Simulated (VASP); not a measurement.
# Hf (Fd-3m) in VASP: a series of runs

The runs below take Hf through single point, with LDA.

Everything below comes from runs of VASP 6.6.1. Logs are shortened: lines on timing, memory, paths and dates and some standing lists are left out, and cuts for length are marked.

### 1 The cell of the first run

The structure is cubic, space group Fd-3m (No. 227). The conventional cell has a = 6.226 Å, b = 6.226 Å, c = 6.226 Å, α = 90.00°, β = 90.00°, γ = 90.00°. Hf (site symmetry -43m) has 4 Hf at 2.70 Å within 3.6 Å.

### 2 Single point, LDA

INCAR reads:

```
SYSTEM = Hf
ALGO = Normal
EDIFF = 1E-6
ENCUT = 520
ISIF = 2
ISMEAR = -1
LASPH = .TRUE.
LCHARG = .FALSE.
LREAL = .FALSE.
LWAVE = .FALSE.
NBANDS = 17
NELM = 80
PREC = Accurate
SIGMA = 0.1
```

KPOINTS reads:

```
k-points
0
G
  9 9 9
  0 0 0
```

POSCAR reads:

```
Hf
1.0
    0.0000000000      3.1128363335      3.1128363335
    3.1128363335      0.0000000000      3.1128363335
    3.1128363335      3.1128363335      0.0000000000
Hf
2
Direct
    0.1250000000      0.1250000000      0.1250000000
    0.8750000000      0.8750000000      0.8750000000
```

Potentials or basis: VASP PAW LDA potentials, release 64 (Hf_pv).

Started as:

```
> cat potpaw_LDA.64/Hf_pv/POTCAR > POTCAR
> mpirun -np 1 vasp_std > vasp.out
```

OUTCAR:

```text
SYSTEM = Hf
   EDIFF = 1E-6
   ENCUT = 520
   ISIF = 2
   ISMEAR = -1
   LASPH = .TRUE.
   LREAL = .FALSE.
   NELM = 80
   PREC = Accurate

 ion  position               nearest neighbor table
   1  0.125  0.125  0.125-   2 2.70   2 2.70   2 2.70   2 2.70
   2  0.875  0.875  0.875-   1 2.70   1 2.70   1 2.70   1 2.70

  LATTYP: Found a face centered cubic cell.
 ALAT       =     6.2256726670

  Lattice vectors:

 A1 = (   0.0000000000,   3.1128363335,   3.1128363335)
 A2 = (   3.1128363335,   0.0000000000,   3.1128363335)
 A3 = (   3.1128363335,   3.1128363335,   0.0000000000)

Analysis of symmetry for initial positions (statically):
=====================================================================
 Subroutine PRICEL returns:
 Original cell was already a primitive cell.

 Routine SETGRP: Setting up the symmetry group for a
 face centered cubic supercell.

 Subroutine GETGRP returns: Found 48 space group operations
 (whereof 12 operations were pure point group operations)
 out of a pool of 48 trial point group operations.

The static configuration has the point symmetry D_3d.
 The point group associated with its full space group is O_h .

Analysis of symmetry for dynamics (positions and initial velocities):
=====================================================================
 Subroutine PRICEL returns:
 Original cell was already a primitive cell.

 Routine SETGRP: Setting up the symmetry group for a
 face centered cubic supercell.

 Subroutine GETGRP returns: Found 48 space group operations
 (whereof 12 operations were pure point group operations)
 out of a pool of 48 trial point group operations.

The dynamic configuration has the point symmetry D_3d.
 The point group associated with its full space group is O_h .

 Subroutine INISYM returns: Found 48 space group operations
 (whereof 12 operations are pure point group operations),
 and found     1 'primitive' translations

----------------------------------------------------------------------------------------

                                     Primitive cell

  volume of cell :      60.3252

  direct lattice vectors                    reciprocal lattice vectors
     0.000000000  3.112836334  3.112836334    -0.160625213  0.160625213  0.160625213
     3.112836334  0.000000000  3.112836334     0.160625213 -0.160625213  0.160625213
     3.112836334  3.112836334  0.000000000     0.160625213  0.160625213 -0.160625213

  length of vectors
     4.402215360  4.402215360  4.402215360     0.278211030  0.278211030  0.278211030

  position of ions in fractional coordinates (direct lattice)
     0.125000000  0.125000000  0.125000000
     0.875000000  0.875000000  0.875000000

[... 74 lines left out ...]
   ENCUT  =  520.0 eV  38.22 Ry    6.18 a.u.   8.19  8.19  8.19*2*pi/ulx,y,z
   NELM   =     80;   NELMIN=  2; NELMDL= -5     # of ELM steps
   EDIFF  = 0.1E-05   stopping-criterion for ELM
   LREAL  =      F    real-space projection
   EDIFFG = 0.1E-04   stopping-criterion for IOM
   NSW    =      0    number of steps for IOM
   IBRION =     -1    ionic relax: 0-MD 1-quasi-New 2-CG
   NFREE  =      0    steps in history (QN), initial steepest desc. (CG)
   ISIF   =      2    stress and relaxation
   ISYM   =      2    0-nonsym 1-usesym 2-fastsym
   POTIM  = 0.5000    time-step for ionic-motion
   TEBEG  =    0.0;   TEEND  =   0.0 temperature during run
   PSTRESS=    0.0 pullay stress
   NELECT =      20.0000    total number of electrons
   NUPDOWN=      -1.0000    fix difference up-down
   EMIN   =  10.00;   EMAX   =-10.00  energy-range for DOS
   EFERMI =   0.00;   METHOD = LEGACY
   ISMEAR =    -1;   SIGMA  =   0.10  broadening in eV -4-tet -1-fermi 0-gaus
   EFERMI_NEDOS =   21; number of points for ismear=-14 and -15
   IALGO  =     38    algorithm
   IMIX   =      4    mixing-type and parameters
     AMIX     =   0.40;   BMIX     =  1.00
     AMIX_MAG =   1.60;   BMIX_MAG =  1.00
  volume/ion in A,a.u.               =      30.16       203.55
  Fermi-wavevector in a.u.,A,eV,Ry     =   1.133057  2.141168 17.467416  1.283819
  Thomas-Fermi vector in A             =   2.269759
   LORBIT       =      0    0 simple, 1 ext, 2 COOP (PROOUT), +10 PAW based schemes
   GGA     = CA    functional components
   LHFCALC =     F    Hartree Fock is set to
   AEXX    =    0.0000 exact exchange contribution
   IVDW    =     0    specifies the selected vdW correction
   LEPSILON=     F    determine dielectric tensor
   LRPA    =     F    only Hartree local field effects (RPA)
 non-spin polarized calculation
  energy-cutoff  :      520.00
  volume of cell :       60.33
 maximum number of plane-waves:      1640
 NGX is ok and might be reduce to    36
   NGX = 17   NGY = 17   NGZ = 17

 number of electron      20.0000002 magnetization

 Free energy of the ion-electron system (eV)
  ---------------------------------------------------
  ext. energy  EPLUGINS =         0.00000000
  ---------------------------------------------------
  free energy    TOTEN  =       -16.01201174 eV

  energy without entropy =      -15.86733763  energy(sigma->0) =      -15.93967469

 E-fermi :   2.1587     XC(G=0):  -9.8427

 val. band max:        2.1495412164   @ k =   0.2222   0.2222   0.0000
 cond. band min:       2.1610240160   @ k =  -0.3333   0.3333   0.1111
 fundamental gap:      0.0114827995
 Fermi energy:         2.1586979030

 k-point     1 :       0.0000    0.0000    0.0000
  band No.  band energies     occupation
      1     -28.6320      2.00000
      2     -28.6320      2.00000
      3     -28.6320      2.00000
      4     -27.7499      2.00000
      5     -27.7499      2.00000
      6     -27.7499      2.00000
[... 457 lines left out ...]
      4     -28.1323      2.00000
      5     -27.5399      2.00000
      6     -27.5399      2.00000
[... 9 lines left out ...]
     16       6.0906      0.00000
     17       8.1031      0.00000

 [... further k-points ...]
[... 5 lines left out ...]
  --------------------------------------------------------------------------------------
  -------------------------------------------------------------------------------------
  Total       -0.1203122     -0.1203122     -0.1203122      0.0000000      0.0000000      0.0000000
  in kB       -3.1953715     -3.1953715     -3.1953715      0.0000000      0.0000000      0.0000000
  external PRESSURE =      -3.1953715 kB  Pullay stress =       0.0000000 kB

 VOLUME and BASIS-vectors are now :
 -----------------------------------------------------------------------------
  energy-cutoff  :      520.00
  volume of cell :       60.33
      direct lattice vectors                 reciprocal lattice vectors
     0.000000000  3.112836334  3.112836334    -0.160625213  0.160625213  0.160625213
     3.112836334  0.000000000  3.112836334     0.160625213 -0.160625213  0.160625213
     3.112836334  3.112836334  0.000000000     0.160625213  0.160625213 -0.160625213

 POSITION                                       TOTAL-FORCE (eV/Angst)
 -----------------------------------------------------------------------------------
      0.77821      0.77821      0.77821         0.000000     -0.000000     -0.000000
      5.44746      5.44746      5.44746        -0.000000      0.000000      0.000000
 -----------------------------------------------------------------------------------
    total drift:                                0.000000      0.000000      0.000000

  FREE ENERGIE OF THE ION-ELECTRON SYSTEM (eV)
  ---------------------------------------------------
  free  energy   TOTEN  =       -16.0120117443 eV

  energy  without entropy=      -15.8673376305  energy(sigma->0) =      -15.93967469
```

OSZICAR:

```text
N       E                     dE             d eps       ncg     rms          rms(c)
DAV:   1     0.505017804545E+02    0.50502E+02   -0.11085E+04  1214   0.107E+03
DAV:   2    -0.144926049343E+02   -0.64994E+02   -0.63430E+02  1589   0.232E+02
DAV:   3    -0.163535247510E+02   -0.18609E+01   -0.18138E+01  1589   0.264E+01
DAV:   4    -0.163767646153E+02   -0.23240E-01   -0.23213E-01  1450   0.351E+00
DAV:   5    -0.163772533209E+02   -0.48871E-03   -0.48856E-03  1705   0.419E-01    0.310E+01
DAV:   6    -0.160789853840E+02    0.29827E+00   -0.46909E-01  1312   0.324E+00    0.176E+01
DAV:   7    -0.160201541381E+02    0.58831E-01   -0.30769E-01  1446   0.279E+00    0.137E+00
DAV:   8    -0.160120352727E+02    0.81189E-02   -0.46078E-02  1298   0.983E-01    0.118E-01
DAV:   9    -0.160120018017E+02    0.33471E-04   -0.10386E-03  1579   0.188E-01    0.896E-02
DAV:  10    -0.160120131001E+02   -0.11298E-04   -0.28557E-05  1607   0.279E-02    0.314E-02
DAV:  11    -0.160120118646E+02    0.12355E-05   -0.11920E-05  1426   0.153E-02    0.115E-02
DAV:  12    -0.160120117443E+02    0.12028E-06   -0.50036E-07   860   0.397E-03
   1 F= -.16012012E+02 E0= -.15939675E+02  d E =-.144674E+00
```

Wall time 16 s (1 thread of Intel Xeon 6975P-C (Granite Rapids), shared host); peak memory 0.18 GiB.

Results:

* Free energy: -16.0120 eV
* Pressure: -0.3 GPa
* Band gap on the k mesh: zero (band 10 reaches 2.47 eV, above the bottom of band 11 at 1.84 eV)

Caveat: spin-orbit coupling is left out, which moves the levels of the heavy elements.

### 3 Single point, LDA (volume scaled by 0.88)

INCAR reads:

```
SYSTEM = Hf
ALGO     = Normal         ! electronic algorithm
EDIFF    = 1E-7           ! SCF threshold, eV
ENCUT    = 520            ! plane-wave cutoff, eV
GGA      = CA             ! functional
ISIF     = 2              ! what is computed and relaxed
ISMEAR   = -1             ! smearing method
LASPH    = .True.         ! aspherical terms in the spheres
LCHARG   = .True.         ! write CHGCAR
LELF     = .True.         ! ELF
LREAL    = .False.        ! projectors in reciprocal space
LVHAR    = .True.       
LWAVE    = .False.        ! write WAVECAR
NBANDS   = 17             ! bands
NELM     = 80             ! most SCF steps
PREC     = Accurate       ! precision mode
SIGMA    = 0.1            ! smearing width, eV
```

KPOINTS reads:

```
k-points
0
Gamma
  10 10 10
  0 0 0
```

POSCAR reads:

```
Hf
1.0
    0.0000000000      2.9829811641      2.9829811641
    2.9829811641      0.0000000000      2.9829811641
    2.9829811641      2.9829811641      0.0000000000
Hf
2
Direct
    0.1250000000      0.1250000000      0.1250000000
    0.8750000000      0.8750000000      0.8750000000
```

Potentials or basis: VASP PAW LDA potentials, release 64 (Hf_pv).

Started as:

```
> cat potpaw_LDA.64/Hf_pv/POTCAR > POTCAR
> mpirun -np 1 vasp_std > vasp.out
```

It took 16 s on 1 thread of Intel Xeon 6975P-C (Granite Rapids), shared host; peak memory 0.17 GiB.

Results (log left out):

```yaml
Free_energy: -15.9214 eV
Pressure: 4.7 GPa
Band_gap_on_the_k_mesh: zero (band 10 reaches 3.24 eV, above the bottom of band 11 at 2.68 eV)
```

Levels at points of the mesh, in eV from the Fermi level:
| k point | band 6 | band 7 | band 8 | band 9 | band 10 | band 11 | band 12 | band 13 | band 14 | band 15 |
| --- | --- | --- | --- | --- | --- | --- | --- | --- | --- | --- |
| (0.00, 0.00, 0.00) | -29.70 | -5.73 | -0.95 | -0.95 | 0.16 | 0.16 | 0.16 | 2.55 | 2.55 | 2.55 |
| (0.50, 0.00, 0.00) | -29.54 | -2.96 | -1.40 | -0.85 | -0.85 | 0.00 | 0.00 | 0.49 | 4.03 | 4.03 |
| (0.50, 0.50, 0.00) | -29.38 | -2.18 | -2.18 | -0.48 | -0.48 | 0.11 | 0.11 | 2.25 | 2.25 | 4.78 |

Caveat: spin-orbit coupling is left out, which moves the levels of the heavy elements.

### 4 Single point, LDA (volume scaled by 0.92)

INCAR reads:

```
SYSTEM = Hf
ALGO = Normal
EDIFF = 1E-6
ENCUT = 520
ISIF = 2
ISMEAR = -1
LASPH = .TRUE.
LCHARG = .FALSE.
LREAL = .FALSE.
LWAVE = .FALSE.
NBANDS = 17
NELM = 80
PREC = Accurate
SIGMA = 0.1
```

KPOINTS reads:

```
k-points
0
G
  10 10 10
  0 0 0
```

POSCAR reads:

```
Hf
1.0
    0.0000000000      3.0275098359      3.0275098359
    3.0275098359      0.0000000000      3.0275098359
    3.0275098359      3.0275098359      0.0000000000
Hf
2
Direct
    0.1250000000      0.1250000000      0.1250000000
    0.8750000000      0.8750000000      0.8750000000
```

Started as:

```
> cat potpaw_LDA.64/Hf_pv/POTCAR > POTCAR
> mpirun -np 1 vasp_std > vasp.out
```

Wall time 15 s (1 thread of Intel Xeon 6975P-C (Granite Rapids), shared host); peak memory 0.17 GiB.

Results (log left out):

| Quantity | Value |
| --- | --- |
| Free energy | -15.9772 eV |
| Pressure | 2.7 GPa |
| Band gap on the k mesh | zero (band 10 reaches 2.96 eV, above the bottom of band 11 at 2.45 eV) |

Levels at points of the mesh, in eV from the Fermi level:
| k point | band 7 | band 8 | band 9 | band 10 | band 11 | band 12 | band 13 | band 14 |
| --- | --- | --- | --- | --- | --- | --- | --- | --- |
| (0.00, 0.00, 0.00) | -5.61 | -0.82 | -0.82 | 0.16 | 0.16 | 0.16 | 2.47 | 2.47 |
| (0.50, 0.00, 0.00) | -2.96 | -1.27 | -0.74 | -0.74 | 0.05 | 0.05 | 0.38 | 3.86 |
| (0.50, 0.50, 0.00) | -2.00 | -2.00 | -0.62 | -0.62 | 0.17 | 0.17 | 2.24 | 2.24 |

Caveat: spin-orbit coupling is left out, which moves the levels of the heavy elements.

(Part 1 of 2 ends here.)
